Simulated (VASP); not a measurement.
# W (I4/mmm) in VASP: notebook

W is run at these levels: PBEsol; tasks: single point.

Program: VASP 6.6.1. These are calculated values, not measurements. Logs are shortened: lines on timing, memory, paths and dates and some standing lists are left out, and cuts for length are marked.

### Step 1. The cell of the first run

It takes space group I4/mmm (No. 139, tetragonal). The conventional cell has a = 3.195 Å, b = 3.195 Å, c = 3.274 Å, α = 90.00°, β = 90.00°, γ = 90.00°. Within 3.7 Å of W (site symmetry 4/mmm) lie 14 W at 2.79 to 3.27 Å.

### Step 2. Single point, PBEsol (strain +0.000 along x and y, +0.025 along z)

Contents of INCAR:

```
PREC = Accurate ; ENCUT = 520
EDIFF = 1E-6 ; ISMEAR = 0
SIGMA = 0.15 ; LREAL = F
LASPH = T ; NELM = 100
ALGO = Fast ; ISIF = 2
LWAVE = F ; LCHARG = T
GGA = PS ; LELF = T
LVHAR = T ; NBANDS = 13
```

Contents of KPOINTS:

```
Automatic mesh
0
Gamma
  20 20 20
```

Contents of POSCAR:

```
W
1.0
   -1.5973000000      1.5973000000      1.6372325000
    1.5973000000     -1.5973000000      1.6372325000
    1.5973000000      1.5973000000     -1.6372325000
W
1
Direct
    0.0000000000      0.0000000000      0.0000000000
```

Potentials or basis: VASP PAW PBE potentials, release 64 (W_sv).

Command:

```sh
cat potpaw_PBE.64/W_sv/POTCAR > POTCAR
mpirun -np 1 vasp_std > vasp.out
```

OUTCAR:

```text
PREC = Accurate
   ENCUT = 520
   EDIFF = 1E-6
   ISMEAR = 0
   LREAL = F
   LASPH = T
   NELM = 100
   ISIF = 2
   GGA = PS

 ion  position               nearest neighbor table
   1  0.000  0.000  0.000-

  LATTYP: Found a body centered tetragonal cell.
 ALAT       =     3.1946000000
 C/A-ratio  =     1.0250000000

  Lattice vectors:

 A1 = (  -1.5973000000,   1.5973000000,   1.6372325000)
 A2 = (   1.5973000000,  -1.5973000000,   1.6372325000)
 A3 = (   1.5973000000,   1.5973000000,  -1.6372325000)

Analysis of symmetry for initial positions (statically):
=====================================================================
 Subroutine PRICEL returns:
 Original cell was already a primitive cell.

 Routine SETGRP: Setting up the symmetry group for a
 body centered tetragonal supercell.

 Subroutine GETGRP returns: Found 16 space group operations
 (whereof 16 operations were pure point group operations)
 out of a pool of 16 trial point group operations.

The static configuration has the point symmetry D_4h.

Analysis of symmetry for dynamics (positions and initial velocities):
=====================================================================
 Subroutine PRICEL returns:
 Original cell was already a primitive cell.

 Routine SETGRP: Setting up the symmetry group for a
 body centered tetragonal supercell.

 Subroutine GETGRP returns: Found 16 space group operations
 (whereof 16 operations were pure point group operations)
 out of a pool of 16 trial point group operations.

The dynamic configuration has the point symmetry D_4h.

 Subroutine INISYM returns: Found 16 space group operations
 (whereof 16 operations are pure point group operations),
 and found     1 'primitive' translations

----------------------------------------------------------------------------------------

                                     Primitive cell

  volume of cell :      16.7087

  direct lattice vectors                    reciprocal lattice vectors
    -1.597300000  1.597300000  1.637232500     0.000000000  0.313028235  0.305393400
     1.597300000 -1.597300000  1.637232500     0.313028235  0.000000000  0.305393400
     1.597300000  1.597300000 -1.637232500     0.313028235  0.313028235  0.000000000

  length of vectors
     2.789850326  2.789850326  2.789850326     0.437323456  0.437323456  0.442688776

  position of ions in fractional coordinates (direct lattice)
     0.000000000  0.000000000  0.000000000

  ion indices of the primitive-cell ions
   primitive index   ion index
                 1           1

----------------------------------------------------------------------------------------

 KPOINTS: Automatic mesh

Automatic generation of k-mesh.
 Grid dimensions read from file:
 generate k-points for:   20   20   20

 Generating k-lattice:

  Cartesian coordinates                     Fractional coordinates (reciprocal lattice)
     0.000000000  0.015651412  0.015269670     0.050000000  0.000000000 -0.000000000
     0.015651412  0.000000000  0.015269670     0.000000000  0.050000000 -0.000000000
     0.015651412  0.015651412  0.000000000     0.000000000  0.000000000  0.050000000

  Length of vectors
     0.021866173  0.021866173  0.022134439

  Shift w.r.t. Gamma in fractional coordinates (k-lattice)
     0.000000000  0.000000000  0.000000000

 Subroutine IBZKPT returns following result:
 ===========================================

 Found    641 irreducible k-points:

 Following reciprocal coordinates:
            Coordinates               Weight
  0.000000  0.000000  0.000000      1.000000
  0.050000 -0.000000  0.000000      8.000000
  0.100000 -0.000000  0.000000      8.000000
  0.150000  0.000000  0.000000      8.000000
  0.200000 -0.000000  0.000000      8.000000
  0.250000  0.000000  0.000000      8.000000
[... 16 lines left out ...]
 -0.400000  0.050000  0.000000     16.000000
 -0.350000  0.050000 -0.000000     16.000000
 [... further k-points ...]
   k-points           NKPTS =    641   k-points in BZ     NKDIM =    641   number of bands    NBANDS=     13
   number of dos      NEDOS =    301   number of ions     NIONS =      1
   total plane-waves  NPLWV =  13824
   dimension x,y,z NGX =    24 NGY =   24 NGZ =   24
   dimension x,y,z NGXF=    48 NGYF=   48 NGZF=   48
   ions per type =               1
   NGX,Y,Z   is equivalent  to a cutoff of  14.30, 14.30, 14.30 a.u.
   NGXF,Y,Z  is equivalent  to a cutoff of  28.60, 28.60, 28.60 a.u.
 SYSTEM =  unknown system
   PREC   = accura    normal or accurate (medium, high low for compatibility)
   ISTART =      0    job   : 0-new  1-cont  2-samecut
   ICHARG =      2    charge: 1-file 2-atom 10-const
   ISPIN  =      1    spin polarized calculation?
   LNONCOLLINEAR =      F non collinear calculations
   LSORBIT =      F    spin-orbit coupling
   LASPH  =      T    aspherical Exc in radial PAW
   ENCUT  =  520.0 eV  38.22 Ry    6.18 a.u.   5.19  5.19  5.19*2*pi/ulx,y,z
   NELM   =    100;   NELMIN=  2; NELMDL= -5     # of ELM steps
   EDIFF  = 0.1E-05   stopping-criterion for ELM
   LREAL  =      F    real-space projection
   EDIFFG = 0.1E-04   stopping-criterion for IOM
   NSW    =      0    number of steps for IOM
   IBRION =     -1    ionic relax: 0-MD 1-quasi-New 2-CG
   NFREE  =      0    steps in history (QN), initial steepest desc. (CG)
   ISIF   =      2    stress and relaxation
   ISYM   =      2    0-nonsym 1-usesym 2-fastsym
   POTIM  = 0.5000    time-step for ionic-motion
   TEBEG  =    0.0;   TEEND  =   0.0 temperature during run
   PSTRESS=    0.0 pullay stress
   NELECT =      14.0000    total number of electrons
   NUPDOWN=      -1.0000    fix difference up-down
   EMIN   =  10.00;   EMAX   =-10.00  energy-range for DOS
   EFERMI =   0.00;   METHOD = LEGACY
   ISMEAR =     0;   SIGMA  =   0.15  broadening in eV -4-tet -1-fermi 0-gaus
   EFERMI_NEDOS =   21; number of points for ismear=-14 and -15
   IALGO  =     68    algorithm
   IMIX   =      4    mixing-type and parameters
     AMIX     =   0.40;   BMIX     =  1.00
     AMIX_MAG =   1.60;   BMIX_MAG =  1.00
  volume/ion in A,a.u.               =      16.71       112.76
  Fermi-wavevector in a.u.,A,eV,Ry     =   1.543369  2.916544 32.408906  2.381987
  Thomas-Fermi vector in A             =   2.649041
   LORBIT       =      0    0 simple, 1 ext, 2 COOP (PROOUT), +10 PAW based schemes
   GGA     = PS    functional components
   LHFCALC =     F    Hartree Fock is set to
   AEXX    =    0.0000 exact exchange contribution
   IVDW    =     0    specifies the selected vdW correction
   LEPSILON=     F    determine dielectric tensor
   LRPA    =     F    only Hartree local field effects (RPA)
 non-spin polarized calculation
 RMM-DIIS sequential band-by-band and
 Gauss-broadening in eV      SIGMA  =   0.15
  energy-cutoff  :      520.00
  volume of cell :       16.71
 maximum number of plane-waves:       474
 NGX is ok and might be reduce to    24
   NGX = 11   NGY = 11   NGZ = 11

 number of electron      13.9999999 magnetization

 Free energy of the ion-electron system (eV)
  ---------------------------------------------------
  ext. energy  EPLUGINS =         0.00000000
  ---------------------------------------------------
  free energy    TOTEN  =       -13.74811170 eV

  energy without entropy =      -13.74386528  energy(sigma->0) =      -13.74598849

 E-fermi :  10.5557     XC(G=0): -13.4653

 val. band max:       10.5428323306   @ k =  -0.0500   0.5000   0.0500
 cond. band min:      10.5662021250   @ k =  -0.3000   0.3000   0.3000
 fundamental gap:      0.0233697944
 Fermi energy:        10.5557479773

 k-point     1 :       0.0000    0.0000    0.0000
  band No.  band energies     occupation
      1     -63.6931      2.00000
      2     -27.3286      2.00000
      3     -27.3176      2.00000
      4     -27.3176      2.00000
      5       1.1720      2.00000
      6       9.2847      2.00000
      7       9.2847      2.00000
      8       9.5856      2.00000
      9      12.4321      0.00000
     10      12.8298      0.00000
     11      24.6553      0.00000
     12      25.1070      0.00000
     13      25.1070      0.00000

 k-point     2 :       0.0500   -0.0000    0.0000
  band No.  band energies     occupation
      1     -63.6905      2.00000
      2     -27.3526      2.00000
      3     -27.3264      2.00000
      4     -27.3221      2.00000
      5       1.2854      2.00000
      6       9.2729      2.00000
      7       9.2860      2.00000
      8       9.6260      2.00000
      9      12.3505      0.00000
     10      12.8010      0.00000
     11      24.8318      0.00000
     12      25.2950      0.00000
     13      25.2990      0.00000

 k-point     3 :       0.1000   -0.0000    0.0000
  band No.  band energies     occupation
      1     -63.6831      2.00000
      2     -27.4341      2.00000
      3     -27.3518      2.00000
      4     -27.3228      2.00000
      5       1.6162      2.00000
      6       9.1564      2.00000
      7       9.2206      2.00000
      8       9.8902      2.00000
      9      12.1358      0.00000
     10      12.7625      0.00000
     11      25.1768      0.00000
     12      25.8614      0.00000
     13      25.8999      0.00000
[... 305 lines left out ...]
 k-point    23 :      -0.4000    0.0500    0.0000
  band No.  band energies     occupation
      1     -63.6021      2.00000
      2     -28.2574      2.00000
      3     -27.6220      2.00000
      4     -27.3347      2.00000
      5       4.5915      2.00000
      6       7.5756      2.00000
      7       9.4154      2.00000
      8      12.2926      0.00000
      9      13.2905      0.00000
     10      14.7257      0.00000
     11      22.5439      0.00000
     12      23.0487      0.00000
     13      28.9620      0.00000

 k-point    24 :      -0.3500    0.0500   -0.0000
  band No.  band energies     occupation
      1     -63.6153      2.00000
      2     -28.1297      2.00000
      3     -27.5767      2.00000
      4     -27.3349      2.00000
      5       4.3542      2.00000
      6       7.8033      2.00000
      7       8.8651      2.00000
      8      12.1037      0.00000
      9      13.1517      0.00000
     10      13.6559      0.00000
     11      23.7978      0.00000
     12      24.0597      0.00000
     13      30.5477      0.00000

 [... further k-points ...]
[... 5 lines left out ...]
  --------------------------------------------------------------------------------------
  -------------------------------------------------------------------------------------
  Total       -1.5550178     -1.5550178     -2.3298598      0.0000000     -0.0000000      0.0000000
  in kB     -149.1085692   -149.1085692   -223.4071361      0.0000000     -0.0000000      0.0000000
  external PRESSURE =    -173.8747581 kB  Pullay stress =       0.0000000 kB

 VOLUME and BASIS-vectors are now :
 -----------------------------------------------------------------------------
  energy-cutoff  :      520.00
  volume of cell :       16.71
      direct lattice vectors                 reciprocal lattice vectors
    -1.597300000  1.597300000  1.637232500     0.000000000  0.313028235  0.305393400
     1.597300000 -1.597300000  1.637232500     0.313028235  0.000000000  0.305393400
     1.597300000  1.597300000 -1.637232500     0.313028235  0.313028235  0.000000000

 POSITION                                       TOTAL-FORCE (eV/Angst)
 -----------------------------------------------------------------------------------
      0.00000      0.00000      0.00000        -0.000000      0.000000      0.000000
 -----------------------------------------------------------------------------------
    total drift:                               -0.000000      0.000000      0.000000

  FREE ENERGIE OF THE ION-ELECTRON SYSTEM (eV)
  ---------------------------------------------------
  free  energy   TOTEN  =       -13.7481117033 eV

  energy  without entropy=      -13.7438652802  energy(sigma->0) =      -13.74598849
```

Wall time 5.8 min (1 thread of AMD EPYC 7R13, shared host); peak memory 0.22 GiB.

What came out:

```
Free energy            : -13.7481 eV
Pressure               : -17.4 GPa
Band gap on the k mesh : zero (band 7 reaches 15.27 eV, above the bottom of band 8 at 9.55 eV)
```

Stress tensor (GPa, compression positive):
```
-14.91   0.00   0.00
  0.00 -14.91   0.00
  0.00   0.00 -22.34
```

Caveat: the cell differs from its parent crystal (strain +0.000 along x and y, +0.025 along z); the PAW data sets were made with another functional, which shifts forces and pressure a little; spin-orbit coupling is left out, which moves the levels of the heavy elements.

### Step 3. Single point, PBEsol (strain +0.025 along x and y, -0.025 along z)

Contents of INCAR:

```
SYSTEM = W
PREC = Accurate
ENCUT = 520
EDIFF = 1E-6
ISMEAR = 0
SIGMA = 0.15
LREAL = .False.
LASPH = .True.
NELM = 100
ALGO = Fast
ISIF = 2
LWAVE = .False.
LCHARG = .False.
GGA = PS
NBANDS = 13
```

Contents of KPOINTS:

```
regular mesh
0
Gamma
  20 20 20
  0 0 0
```

Contents of POSCAR:

```
W
1.0
   -1.6372325000      1.6372325000      1.5573675000
    1.6372325000     -1.6372325000      1.5573675000
    1.6372325000      1.6372325000     -1.5573675000
W
1
Direct
    0.0000000000      0.0000000000      0.0000000000
```

Potentials or basis: VASP PAW PBE potentials, release 64 (W_sv).

Command:

```sh
cat potpaw_PBE.64/W_sv/POTCAR > POTCAR
mpirun -np 1 vasp_std > vasp.out
```

OUTCAR:

```text
SYSTEM = W
   PREC = Accurate
   ENCUT = 520
   EDIFF = 1E-6
   ISMEAR = 0
   LREAL = .False.
   LASPH = .True.
   NELM = 100
   ISIF = 2
   GGA = PS

 ion  position               nearest neighbor table
   1  0.000  0.000  0.000-

  LATTYP: Found a body centered tetragonal cell.
 ALAT       =     3.2744650000
 C/A-ratio  =     0.9512195122

  Lattice vectors:

 A1 = (  -1.6372325000,   1.6372325000,   1.5573675000)
 A2 = (   1.6372325000,  -1.6372325000,   1.5573675000)
 A3 = (   1.6372325000,   1.6372325000,  -1.5573675000)

Analysis of symmetry for initial positions (statically):
=====================================================================
 Subroutine PRICEL returns:
 Original cell was already a primitive cell.

 Routine SETGRP: Setting up the symmetry group for a
 body centered tetragonal supercell.

 Subroutine GETGRP returns: Found 16 space group operations
 (whereof 16 operations were pure point group operations)
 out of a pool of 16 trial point group operations.

The static configuration has the point symmetry D_4h.

[... 160 lines left out ...]
 E-fermi :  10.5488     XC(G=0): -13.4684

 val. band max:       10.5409279096   @ k =  -0.3000  -0.3000   0.2500
 cond. band min:      10.5569616077   @ k =  -0.2500  -0.3500   0.2500
 fundamental gap:      0.0160336981
 Fermi energy:        10.5488135427

 k-point     1 :       0.0000    0.0000    0.0000
  band No.  band energies     occupation
      1     -63.6824      2.00000
      2     -27.3199      2.00000
      3     -27.3199      2.00000
      4     -27.2898      2.00000
      5       1.1774      2.00000
      6       8.9844      2.00000
      7       9.6260      2.00000
      8       9.6260      2.00000
      9      12.1960      0.00000
     10      13.0440      0.00000
     11      24.6706      0.00000
     12      24.6706      0.00000
     13      25.6267      0.00000
[... 354 lines left out ...]
  band No.  band energies     occupation
      1     -63.6030      2.00000
      2     -28.1062      2.00000
      3     -27.5934      2.00000
      4     -27.3314      2.00000
      5       4.4139      2.00000
      6       7.5531      2.00000
      7       8.9485      2.00000
      8      12.5209      0.00000
      9      13.0255      0.00000
     10      13.6682      0.00000
     11      23.4118      0.00000
     12      25.0879      0.00000
     13      29.9442      0.00000

 [... further k-points ...]
[... 5 lines left out ...]
  --------------------------------------------------------------------------------------
  -------------------------------------------------------------------------------------
  Total       -2.2896480     -2.2896480     -0.6915789      0.0000000     -0.0000000      0.0000000
  in kB     -219.6885815   -219.6885815    -66.3560478      0.0000000     -0.0000000      0.0000000
  external PRESSURE =    -168.5777369 kB  Pullay stress =       0.0000000 kB

 VOLUME and BASIS-vectors are now :
 -----------------------------------------------------------------------------
  energy-cutoff  :      520.00
  volume of cell :       16.70
      direct lattice vectors                 reciprocal lattice vectors
    -1.637232500  1.637232500  1.557367500     0.000000000  0.305393400  0.321054600
     1.637232500 -1.637232500  1.557367500     0.305393400  0.000000000  0.321054600
     1.637232500  1.637232500 -1.557367500     0.305393400  0.305393400  0.000000000

 POSITION                                       TOTAL-FORCE (eV/Angst)
 -----------------------------------------------------------------------------------
      0.00000      0.00000      0.00000        -0.000000      0.000000      0.000000
 -----------------------------------------------------------------------------------
    total drift:                                0.000000     -0.000000      0.000000

  FREE ENERGIE OF THE ION-ELECTRON SYSTEM (eV)
  ---------------------------------------------------
  free  energy   TOTEN  =       -13.7287845072 eV

  energy  without entropy=      -13.7240537411  energy(sigma->0) =      -13.72641912
```

Run time: 5.5 min. Hardware: 1 thread of AMD EPYC 7R13, shared host; peak memory 0.22 GiB.

Results:

```yaml
Free_energy: -13.7288 eV
Pressure: -16.9 GPa
Band_gap_on_the_k_mesh: zero (band 7 reaches 15.29 eV, above the bottom of band 8 at 9.43 eV)
```

Caveat: the cell differs from its parent crystal (strain +0.025 along x and y, -0.025 along z); the PAW data sets were made with another functional, which shifts forces and pressure a little; spin-orbit coupling is left out, which moves the levels of the heavy elements.
